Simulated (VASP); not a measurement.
# In3As: single point with PBE

The system is In3As.

```
In As
1.0
     4.69518    0.00000    0.00000
     0.00000    4.69518    0.00000
     0.00000    0.00000    4.69518
In As
3 1
Cartesian
  2.3476 2.3476 0.0000
  2.3476 0.0000 2.3476
  0.0000 2.3476 2.3476
  0.0000 0.0000 0.0000
```

```yaml
Program: VASP 6.6.1
Task: single point
Functional: PBE
Potentials_or_basis: VASP PAW PBE potentials, release 64 (In_d, As)
Cutoff: 520 eV
k_mesh: 6 × 6 × 6
Occupations: fermi-dirac, width 0.05 eV
Spin: no spin polarisation
Dipole_correction: no
Further_INCAR_settings: ALGO = Fast; EDIFF = 1e-06; NBANDS = 30
```

```
Pressure               : -0.1 GPa
Band gap on the k mesh : zero (bands 22 and 23 overlap by 3.75 eV)
```

Levels at points of the mesh, in eV from the Fermi level:
```csv
k point,band 19,band 20,band 21,band 22,band 23,band 24,band 25,band 26
"(0.00, 0.00, 0.00)",-2.77,-2.77,-1.88,-1.88,2.09,2.09,2.09,4.56
"(0.50, 0.00, 0.00)",-1.52,-1.52,-1.22,0.02,0.02,0.05,1.53,4.64
"(0.50, 0.50, 0.00)",-5.72,-0.71,-0.33,0.45,0.45,1.75,1.99,1.99
"(0.50, 0.50, 0.50)",-4.17,-3.84,-3.84,-3.84,-3.27,4.67,4.67,4.67
```

Run time: 89 s on 1 thread of Intel Xeon 8259CL, with other jobs on the host, peak memory 0.23 GiB.

Caveat: spin-orbit coupling is left out, which moves the levels of the heavy elements.
